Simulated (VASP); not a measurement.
# HfO2 (R-3m) in VASP: single point with HSE06

Aim: the single point of HfO2 with HSE06.

Program: VASP 6.6.1. These are calculated values, not measurements. Logs are shortened: lines on timing, memory, paths and dates and some standing lists are left out, and cuts for length are marked.

## 1. The cell of the first run

Symmetry: R-3m, No. 166, trigonal system. The conventional cell has a = 3.541 Å, b = 3.541 Å, c = 8.870 Å, α = 90.00°, β = 90.00°, γ = 120.00°. Within 2.9 Å of Hf (site symmetry -3m) lie 8 O at 2.18 to 2.21 Å. O (site symmetry 3m) has 4 Hf at 2.18 to 2.21 Å and 6 O at 2.51 to 2.53 Å within 2.9 Å.

## 2. Single point, HSE06 (epitaxial 111 strain -1.0%)

Input file POSCAR:

```
HfO2
1.0
    0.0377455698      2.5416360659      2.5416360659
    2.5416360659      0.0377455698      2.5416360659
    2.5416360659      2.5416360659      0.0377455698
Hf O
1 2
Direct
    0.0000000000      0.0000000000      0.0000000000
    0.2489845288      0.2489845288      0.2489845288
    0.7510154712      0.7510154712      0.7510154712
```

Input file INCAR.step1:

```
SYSTEM = HfO2
PREC = Accurate ; ENCUT = 520
EDIFF = 1E-5 ; ISMEAR = 0
SIGMA = 0.01 ; LREAL = .False.
LASPH = .True. ; NELM = 100
ALGO = Normal ; ISIF = 2
LWAVE = .True. ; GGA = PE
NBANDS = 18 ; KPAR = 4
```

Input file INCAR.step2:

```
SYSTEM = HfO2
PREC = Accurate ; ENCUT = 520
EDIFF = 1E-7 ; ISMEAR = 0
SIGMA = 0.01 ; LREAL = .False.
LASPH = .True. ; NELM = 100
ALGO = Normal ; ISIF = 2
LWAVE = .False. ; LCHARG = .True.
GGA = PE ; LHFCALC = .True.
HFSCREEN = 0.2079 ; PRECFOCK = Normal
LVHAR = .True. ; ISTART = 1
NBANDS = 18 ; KPAR = 4
```

Input file KPOINTS:

```
regular mesh
0
Gamma
  6 6 6
  0 0 0
```

Potentials or basis: VASP PAW PBE potentials, release 64 (Hf_pv, O).

Started as:

```console
$ cat potpaw_PBE.64/Hf_pv/POTCAR potpaw_PBE.64/O/POTCAR > POTCAR
$ cp INCAR.step1 INCAR
$ mpirun -np 4 vasp_std > vasp.out
$ cp INCAR.step2 INCAR
$ mpirun -np 4 vasp_std > vasp.out
```

OUTCAR:

```text
SYSTEM = HfO2
   PREC = Accurate
   ENCUT = 520
   EDIFF = 1E-7
   ISMEAR = 0
   LREAL = .False.
   LASPH = .True.
   NELM = 100
   ISIF = 2
   GGA = PE
   LHFCALC = .True.
   HFSCREEN = 0.2079
   PRECFOCK = Normal
   ISTART = 1

 ion  position               nearest neighbor table
   1  0.000  0.000  0.000-   3 2.18   2 2.18   3 2.18   3 2.18   2 2.18   2 2.18   3 2.21   2 2.21

   2  0.249  0.249  0.249-   1 2.18   1 2.18   1 2.18   1 2.21
   3  0.751  0.751  0.751-   1 2.18   1 2.18   1 2.18   1 2.21

  LATTYP: Found a trigonal (rhomboedric) cell.
 ALAT       =     3.5946143758
 COS(alpha) =     0.5147941261

  Lattice vectors:

 A1 = (   0.0377455698,   2.5416360659,   2.5416360659)
 A2 = (   2.5416360659,   0.0377455698,   2.5416360659)
 A3 = (   2.5416360659,   2.5416360659,   0.0377455698)

Analysis of symmetry for initial positions (statically):
=====================================================================
 Subroutine PRICEL returns:
 Original cell was already a primitive cell.

 Routine SETGRP: Setting up the symmetry group for a
 trigonal (rhombohedral) supercell.

 Subroutine GETGRP returns: Found 12 space group operations
 (whereof 12 operations were pure point group operations)
 out of a pool of 12 trial point group operations.

The static configuration has the point symmetry D_3d.

Analysis of symmetry for dynamics (positions and initial velocities):
=====================================================================
 Subroutine PRICEL returns:
 Original cell was already a primitive cell.

 Routine SETGRP: Setting up the symmetry group for a
 trigonal (rhombohedral) supercell.

 Subroutine GETGRP returns: Found 12 space group operations
 (whereof 12 operations were pure point group operations)
 out of a pool of 12 trial point group operations.

The dynamic configuration has the point symmetry D_3d.

 Subroutine INISYM returns: Found 12 space group operations
 (whereof 12 operations are pure point group operations),
 and found     1 'primitive' translations

----------------------------------------------------------------------------------------

                                     Primitive cell

  volume of cell :      32.1061

  direct lattice vectors                    reciprocal lattice vectors
     0.037745570  2.541636066  2.541636066    -0.201161097  0.198217391  0.198217391
     2.541636066  0.037745570  2.541636066     0.198217391 -0.201161097  0.198217391
     2.541636066  2.541636066  0.037745570     0.198217391  0.198217391 -0.201161097

  length of vectors
     3.594614376  3.594614376  3.594614376     0.345030513  0.345030513  0.345030513

  position of ions in fractional coordinates (direct lattice)
     0.000000000  0.000000000  0.000000000
     0.248984529  0.248984529  0.248984529
     0.751015471  0.751015471  0.751015471

  ion indices of the primitive-cell ions
   primitive index   ion index
                 1           1
                 2           2
                 3           3

----------------------------------------------------------------------------------------

 KPOINTS: regular mesh

Automatic generation of k-mesh.
 Grid dimensions read from file:
 generate k-points for:    6    6    6

 Generating k-lattice:

  Cartesian coordinates                     Fractional coordinates (reciprocal lattice)
    -0.033526849  0.033036232  0.033036232     0.166666667  0.000000000  0.000000000
     0.033036232 -0.033526849  0.033036232     0.000000000  0.166666667  0.000000000
     0.033036232  0.033036232 -0.033526849     0.000000000  0.000000000  0.166666667

  Length of vectors
     0.057505086  0.057505086  0.057505086

  Shift w.r.t. Gamma in fractional coordinates (k-lattice)
     0.000000000  0.000000000  0.000000000

 Subroutine IBZKPT returns following result:
 ===========================================

 Found     32 irreducible k-points:

 Following reciprocal coordinates:
            Coordinates               Weight
  0.000000  0.000000  0.000000      1.000000
  0.166667  0.000000 -0.000000      6.000000
  0.333333 -0.000000 -0.000000      6.000000
  0.500000  0.000000 -0.000000      3.000000
  0.166667  0.166667 -0.000000      6.000000
  0.333333  0.166667 -0.000000     12.000000
[... 16 lines left out ...]
  0.500000  0.500000  0.166667      6.000000
 -0.333333  0.500000  0.166667     12.000000
 [... further k-points ...]
   k-points           NKPTS =     32   k-points in BZ     NKDIM =    216   number of bands    NBANDS=     18
   number of dos      NEDOS =    301   number of ions     NIONS =      3
   total plane-waves  NPLWV =  21952
   dimension x,y,z NGX =    28 NGY =   28 NGZ =   28
   dimension x,y,z NGXF=    56 NGYF=   56 NGZF=   56
   ions per type =               1   2
   NGX,Y,Z   is equivalent  to a cutoff of  12.95, 12.95, 12.95 a.u.
   NGXF,Y,Z  is equivalent  to a cutoff of  25.90, 25.90, 25.90 a.u.
 SYSTEM =  HfO2
   PREC   = accura    normal or accurate (medium, high low for compatibility)
   ISTART =      1    job   : 0-new  1-cont  2-samecut
   ICHARG =      0    charge: 1-file 2-atom 10-const
   ISPIN  =      1    spin polarized calculation?
   LNONCOLLINEAR =      F non collinear calculations
   LSORBIT =      F    spin-orbit coupling
   LASPH  =      T    aspherical Exc in radial PAW
   ENCUT  =  520.0 eV  38.22 Ry    6.18 a.u.   6.68  6.68  6.68*2*pi/ulx,y,z
   NELM   =    100;   NELMIN=  2; NELMDL=  0     # of ELM steps
   EDIFF  = 0.1E-06   stopping-criterion for ELM
   LREAL  =      F    real-space projection
   EDIFFG = 0.1E-05   stopping-criterion for IOM
   NSW    =      0    number of steps for IOM
   IBRION =     -1    ionic relax: 0-MD 1-quasi-New 2-CG
   NFREE  =      0    steps in history (QN), initial steepest desc. (CG)
   ISIF   =      2    stress and relaxation
   ISYM   =      3    0-nonsym 1-usesym 2-fastsym
   POTIM  = 0.5000    time-step for ionic-motion
   TEBEG  =    0.0;   TEEND  =   0.0 temperature during run
   PSTRESS=    0.0 pullay stress
   NELECT =      22.0000    total number of electrons
   NUPDOWN=      -1.0000    fix difference up-down
   EMIN   =  10.00;   EMAX   =-10.00  energy-range for DOS
   EFERMI =   0.00;   METHOD = LEGACY
   ISMEAR =     0;   SIGMA  =   0.01  broadening in eV -4-tet -1-fermi 0-gaus
   EFERMI_NEDOS =   21; number of points for ismear=-14 and -15
   IALGO  =     38    algorithm
   IMIX   =      1    mixing-type and parameters
     AMIX     =   0.40;   BMIX     =  1.00
     AMIX_MAG =   1.60;   BMIX_MAG =  1.00
  volume/ion in A,a.u.               =      10.70        72.22
  Fermi-wavevector in a.u.,A,eV,Ry     =   1.443289  2.727421 28.342081  2.083084
  Thomas-Fermi vector in A             =   2.561714
   LORBIT       =      0    0 simple, 1 ext, 2 COOP (PROOUT), +10 PAW based schemes
   GGA     = PE    functional components
   LHFCALC =     T    Hartree Fock is set to
   PRECFOCK=normal    Normal, Fast or Accurate (Low or Medium for compatibility)
   ENCUT4O =  -1.0   cutoff for four orbital integrals eV
   NKREDX  =     1    reduce k-point grid by
   NKREDY  =     1    reduce k-point grid by
   NKREDZ  =     1    reduce k-point grid by
   AEXX    =    0.2500 exact exchange contribution
   HFSCREEN=    0.2079 screening length (either q_TF or 0.3 A-1)
   HFSCREENC=   0.2079 screening length for correlation (either q_TF or 0.3 A-1)
   ENCUTFOCK=  -1.0 apply spherical cutoff to Coloumb kernel
   IVDW    =     0    specifies the selected vdW correction
   LEPSILON=     F    determine dielectric tensor
   LRPA    =     F    only Hartree local field effects (RPA)
 non-spin polarized calculation
 Gauss-broadening in eV      SIGMA  =   0.01
  energy-cutoff  :      520.00
  volume of cell :       32.11
 maximum number of plane-waves:       893
  NGX = 24; NGY = 24; NGZ = 24

 number of electron      21.9999996 magnetization

 Free energy of the ion-electron system (eV)
  ---------------------------------------------------
  ext. energy  EPLUGINS =         0.00000000
  ---------------------------------------------------
  free energy    TOTEN  =       -36.26218642 eV

  energy without entropy =      -36.26218642  energy(sigma->0) =      -36.26218642

 E-fermi :   3.4435     XC(G=0):  -9.7589

 val. band max:        3.3551606110   @ k =   0.5000   0.5000  -0.0000
 cond. band min:       8.7464765929   @ k =   0.5000   0.5000  -0.0000
 fundamental gap:      5.3913159819
 Fermi energy:         3.4435157026

 k-point     1 :       0.0000    0.0000    0.0000
  band No.  band energies     occupation
      1     -27.7777      2.00000
      2     -27.7709      2.00000
      3     -27.7709      2.00000
      4     -17.1899      2.00000
      5     -13.9111      2.00000
      6      -2.5750      2.00000
[... 10 lines left out ...]
     17      15.9675      0.00000
     18      19.0437      0.00000

 k-point     2 :       0.1667    0.0000   -0.0000
  band No.  band energies     occupation
      1     -27.9229      2.00000
      2     -27.7927      2.00000
      3     -27.7889      2.00000
      4     -16.7819      2.00000
      5     -14.2225      2.00000
      6      -2.2715      2.00000
[... 10 lines left out ...]
     17      15.4882      0.00000
     18      18.8392      0.00000

 k-point     3 :       0.3333   -0.0000   -0.0000
  band No.  band energies     occupation
      1     -28.2039      2.00000
      2     -27.8247      2.00000
      3     -27.8237      2.00000
      4     -16.0659      2.00000
      5     -14.6141      2.00000
      6      -1.6531      2.00000
[... 10 lines left out ...]
     17      14.9786      0.00000
     18      17.7123      0.00000

 k-point     4 :       0.5000    0.0000   -0.0000
  band No.  band energies     occupation
      1     -28.3351      2.00000
      2     -27.8425      2.00000
      3     -27.8392      2.00000
      4     -15.8804      2.00000
      5     -14.5741      2.00000
      6      -1.3717      2.00000
[... 375 lines left out ...]
      4     -15.3617      2.00000
      5     -15.0013      2.00000
      6      -2.0656      2.00000
[... 10 lines left out ...]
     17      16.3348      0.00000
     18      19.0712      0.00000

 k-point    23 :       0.5000    0.5000    0.1667
  band No.  band energies     occupation
      1     -28.2764      2.00000
      2     -27.9876      2.00000
      3     -27.9031      2.00000
      4     -15.2052      2.00000
      5     -14.9807      2.00000
      6      -3.0362      2.00000
[... 10 lines left out ...]
     17      17.0615      0.00000
     18      19.0420      0.00000

 k-point    24 :      -0.3333    0.5000    0.1667
  band No.  band energies     occupation
      1     -28.2583      2.00000
      2     -28.0422      2.00000
      3     -27.9338      2.00000
      4     -15.1803      2.00000
      5     -14.8889      2.00000
      6      -3.0317      2.00000
[... 10 lines left out ...]
     17      18.3712      0.00000
     18      19.0420      0.00000

 [... further k-points ...]
[... 5 lines left out ...]
  --------------------------------------------------------------------------------------
  -------------------------------------------------------------------------------------
  Total       -0.6375650     -0.6375650     -0.6375650     -0.2206933     -0.2206933     -0.2206933
  in kB      -31.8161836    -31.8161836    -31.8161836    -11.0131838    -11.0131838    -11.0131838
  external PRESSURE =     -31.8161836 kB  Pullay stress =       0.0000000 kB

 VOLUME and BASIS-vectors are now :
 -----------------------------------------------------------------------------
  energy-cutoff  :      520.00
  volume of cell :       32.11
      direct lattice vectors                 reciprocal lattice vectors
     0.037745570  2.541636066  2.541636066    -0.201161097  0.198217391  0.198217391
     2.541636066  0.037745570  2.541636066     0.198217391 -0.201161097  0.198217391
     2.541636066  2.541636066  0.037745570     0.198217391  0.198217391 -0.201161097

 POSITION                                       TOTAL-FORCE (eV/Angst)
 -----------------------------------------------------------------------------------
      0.00000      0.00000      0.00000         0.000000      0.000000      0.000000
      1.27505      1.27505      1.27505         0.013934      0.013934      0.013934
      3.84596      3.84596      3.84596        -0.013934     -0.013934     -0.013934
 -----------------------------------------------------------------------------------
    total drift:                                0.000000      0.000000      0.000000

  FREE ENERGIE OF THE ION-ELECTRON SYSTEM (eV)
  ---------------------------------------------------
  free  energy   TOTEN  =       -36.2621864198 eV

  energy  without entropy=      -36.2621864198  energy(sigma->0) =      -36.26218642
```

Wall time 40 min (4 MPI ranks of AMD EPYC 7R43 (Zen 3), shared host); peak memory 0.25 GiB.

Results:

- Free energy: -36.2622 eV
- Pressure: -3.2 GPa
- Largest force: 0.024 eV/Å
- Band gap on the k mesh: 5.39 eV

Forces in eV/Å, atoms in the order of the input:
```
Hf   0.000  0.000  0.000
O    0.014  0.014  0.014
O   -0.014 -0.014 -0.014
```

Stress tensor (GPa, compression positive):
```
-3.18 -1.10 -1.10
-1.10 -3.18 -1.10
-1.10 -1.10 -3.18
```

Caveat: the cell differs from its parent crystal (epitaxial 111 strain -1.0%); the cell stands under tension; the PAW data sets were made with another functional, which shifts forces and pressure a little; spin-orbit coupling is left out, which moves the levels of the heavy elements. A k mesh can miss the band edges.
